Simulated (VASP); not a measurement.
# Cr in VASP: further runs, part 2 of 2

VASP 6.6.1.

## (6) Single point, PBEsol, collinear spin, ferromagnetic start

Contents of INCAR:

```
SYSTEM = Cr
PREC = Accurate ; ENCUT = 520
EDIFF = 1E-7 ; ISMEAR = -1
SIGMA = 0.05 ; LREAL = .FALSE.
LASPH = .TRUE. ; NELM = 150
ALGO = Normal ; ISIF = 2
LWAVE = .FALSE. ; LCHARG = .FALSE.
ISPIN = 2 ; MAGMOM = 3 3
LORBIT = 11 ; LMAXMIX = 4
GGA = PS ; NBANDS = 23
```

Contents of KPOINTS:

```
regular mesh
0
G
  9 9 5
  0 0 0
```

Contents of POSCAR:

```
Cr
1.0
    2.7140000000     -0.0135700000      0.0000000000
   -1.3687519647      2.3571779459      0.0000000000
    0.0000000000      0.0000000000      4.4100000000
Cr
2
Direct
    0.6666666667      0.3333333333      0.7500000000
    0.3333333333      0.6666666667      0.2500000000
```

Potentials or basis: VASP PAW PBE potentials, release 64 (Cr_pv).

The run is started by

```sh
cat potpaw_PBE.64/Cr_pv/POTCAR > POTCAR
mpirun -np 1 vasp_std > vasp.out
```

OUTCAR:

```text
SYSTEM = Cr
   PREC = Accurate
   ENCUT = 520
   EDIFF = 1E-7
   ISMEAR = -1
   LREAL = .FALSE.
   LASPH = .TRUE.
   NELM = 150
   ISIF = 2
   ISPIN = 2
   LORBIT = 11
   GGA = PS

 ion  position               nearest neighbor table
   1  0.667  0.333  0.750-   2 2.70   2 2.70   2 2.71   2 2.71   2 2.71   2 2.71
   2  0.333  0.667  0.250-   1 2.70   1 2.70   1 2.71   1 2.71   1 2.71   1 2.71

  LATTYP: Found a simple monoclinic cell.
 ALAT       =     2.7022565534
 B/A-ratio  =     1.6319693977
 C/A-ratio  =     1.0043583469
 COS(beta)  =    -0.4934813925

  Lattice vectors:

 A1 = (   1.3452480353,   2.3436079459,   0.0000000000)
[... 1465 lines left out ...]

 VOLUME and BASIS-vectors are now :
 -----------------------------------------------------------------------------
  energy-cutoff  :      520.00
  volume of cell :       28.13
      direct lattice vectors                 reciprocal lattice vectors
     2.714000000 -0.013570000  0.000000000     0.369532728  0.214578050  0.000000000
    -1.368751965  2.357177946  0.000000000     0.002127357  0.425471410  0.000000000
     0.000000000  0.000000000  4.410000000     0.000000000  0.000000000  0.226757370

 POSITION                                       TOTAL-FORCE (eV/Angst)
 -----------------------------------------------------------------------------------
      1.35308      0.77668      3.30750        -0.021922     -0.000338     -0.000000
     -0.00783      1.56693      1.10250         0.021922      0.000338      0.000000
 -----------------------------------------------------------------------------------
    total drift:                                0.000000     -0.000000      0.000000

  FREE ENERGIE OF THE ION-ELECTRON SYSTEM (eV)
  ---------------------------------------------------
  free  energy   TOTEN  =       -18.9114996770 eV

  energy  without entropy=      -18.8747719592  energy(sigma->0) =      -18.89313582

 total charge

# of ion       s       p       d       tot
------------------------------------------
    1        0.376   6.282   4.054  10.712
    2        0.376   6.282   4.054  10.712
--------------------------------------------------
tot          0.752  12.564   8.108  21.423

 magnetization (x)

# of ion       s       p       d       tot
------------------------------------------
    1        0.001   0.020   0.718   0.739
    2        0.001   0.020   0.718   0.739
--------------------------------------------------
tot          0.002   0.039   1.436   1.478
```

OSZICAR:

```text
N       E                     dE             d eps       ncg     rms          rms(c)
DAV:   1     0.243288108851E+03    0.24329E+03   -0.13604E+04 11348   0.124E+03
DAV:   2    -0.134506021079E+02   -0.25674E+03   -0.24787E+03 11484   0.374E+02
DAV:   3    -0.212483709520E+02   -0.77978E+01   -0.77423E+01 13829   0.768E+01
DAV:   4    -0.213252343079E+02   -0.76863E-01   -0.76720E-01 13213   0.749E+00
DAV:   5    -0.213263027220E+02   -0.10684E-02   -0.10677E-02 12030   0.860E-01    0.191E+01
DAV:   6    -0.186960811930E+02    0.26302E+01   -0.12404E+01 12604   0.369E+01    0.535E+00
DAV:   7    -0.189003813494E+02   -0.20430E+00   -0.55997E-01 12898   0.635E+00    0.293E+00
DAV:   8    -0.189120623249E+02   -0.11681E-01   -0.11737E-02 11778   0.980E-01    0.105E+00
DAV:   9    -0.189089928009E+02    0.30695E-02   -0.65798E-03 12912   0.680E-01    0.373E-01
DAV:  10    -0.189104584305E+02   -0.14656E-02   -0.28953E-03 12023   0.406E-01    0.211E-01
DAV:  11    -0.189109303810E+02   -0.47195E-03   -0.22979E-04 12779   0.131E-01    0.126E-01
DAV:  12    -0.189113006569E+02   -0.37028E-03   -0.20969E-04 12177   0.115E-01    0.599E-02
DAV:  13    -0.189114396975E+02   -0.13904E-03   -0.11550E-04 12163   0.666E-02    0.374E-02
DAV:  14    -0.189114781335E+02   -0.38436E-04   -0.23289E-05 12534   0.341E-02    0.214E-02
DAV:  15    -0.189114949210E+02   -0.16787E-04   -0.11434E-05 12002   0.207E-02    0.102E-02
DAV:  16    -0.189114995975E+02   -0.46765E-05   -0.73524E-06 12373   0.170E-02    0.143E-03
DAV:  17    -0.189114997145E+02   -0.11700E-06   -0.28631E-07 11935   0.379E-03    0.518E-04
DAV:  18    -0.189114996770E+02    0.37510E-07   -0.49264E-09  6211   0.635E-04
   1 F= -.18911500E+02 E0= -.18893136E+02  d E =-.367277E-01  mag=     1.5933
```

Wall time 83 s (1 thread of Intel Xeon Platinum 8559C (Emerald Rapids), shared host); peak memory 0.22 GiB.

What came out:

```yaml
Free_energy: -18.9115 eV
Pressure: -32.3 GPa
Largest_force: 0.022 eV/Å
Net_moment: 1.59 μB per cell
Site_moments: Cr +0.74 μB
Valence_electrons_inside_the_program's_atomic_spheres: Cr 10.71
```

Forces in eV/Å, atoms in the order of the input:
```
Cr  -0.022  0.000  0.000
Cr   0.022  0.000  0.000
```

Stress tensor (GPa, compression positive):
```
-34.12  -0.46   0.00
 -0.46 -34.15   0.00
  0.00   0.00 -28.69
```

Levels at points of the mesh, in eV from the Fermi level:
Spin up:
```csv
k point,band 9,band 10,band 11,band 12,band 13,band 14,band 15,band 16,band 17,band 18
"(0.00, 0.00, 0.00)",-0.67,-0.57,-0.57,-0.30,-0.21,0.19,0.21,0.43,1.43,1.45
```
Spin down:
```
           k point  band 8  band 9  band 10  band 11  band 12  band 13  band 14  band 15
(0.00, 0.00, 0.00)   -3.10   -0.01    -0.01     0.12     0.38     0.49     0.69     0.91
```

Caveat: the stress differs along the axes, from -34 to -29 GPa; an empty level that is flat over the whole mesh can mark a ghost state of the potentials, or a narrow d or f band; the PAW data sets were made with another functional, which shifts forces and pressure a little.

## (7) The runs side by side

| fixed moment (μB) | cell | gap on the mesh (eV) | pressure (GPa) | moment (μB) | largest force (eV/Å) |
| --- | --- | --- | --- | --- | --- |
| 9.0 | a = 2.714, b = 2.714, c = 4.410 Å, angles 90.0, 90.0, 120.0°, 2 atoms | - | 45.4 | 9.00 | - |
| 12.0 | a = 2.714, b = 2.714, c = 4.410 Å, angles 90.0, 90.0, 120.0°, 2 atoms | - | 101.5 | 12.00 | - |
| - | a = 2.714, b = 2.714, c = 4.410 Å, angles 90.0, 90.0, 120.0°, 2 atoms | none | -32.3 | 1.62 | - |
| - | a = 2.714, b = 2.738, c = 4.410 Å, angles 90.0, 90.0, 120.9°, 2 atoms | none | -32.5 | 1.52 | 0.04 |
| - | a = 2.714, b = 2.726, c = 4.410 Å, angles 90.0, 90.0, 120.4°, 2 atoms | none | -32.3 | 1.59 | 0.02 |

Alike in all rows: task single point; level PBEsol; potentials or basis VASP PAW PBE potentials, release 64 (Cr_pv); spin collinear, ferromagnetic start; k mesh 9 × 9 × 5; cutoff (eV) 520; smearing fermi-dirac 0.05 eV.

Caveats: the PAW data sets were made with another functional, which shifts forces and pressure a little; the stress differs along the axes, from -34 to -29 GPa (at least some runs); an empty level that is flat over the whole mesh can mark a ghost state of the potentials, or a narrow d or f band (at least some runs); the cell stands under pressure (at least some runs); the total moment is fixed, so each spin has its own Fermi level and the state may be an excited one (at least some runs).

Absolute energies hang on the potentials; compare differences alone.
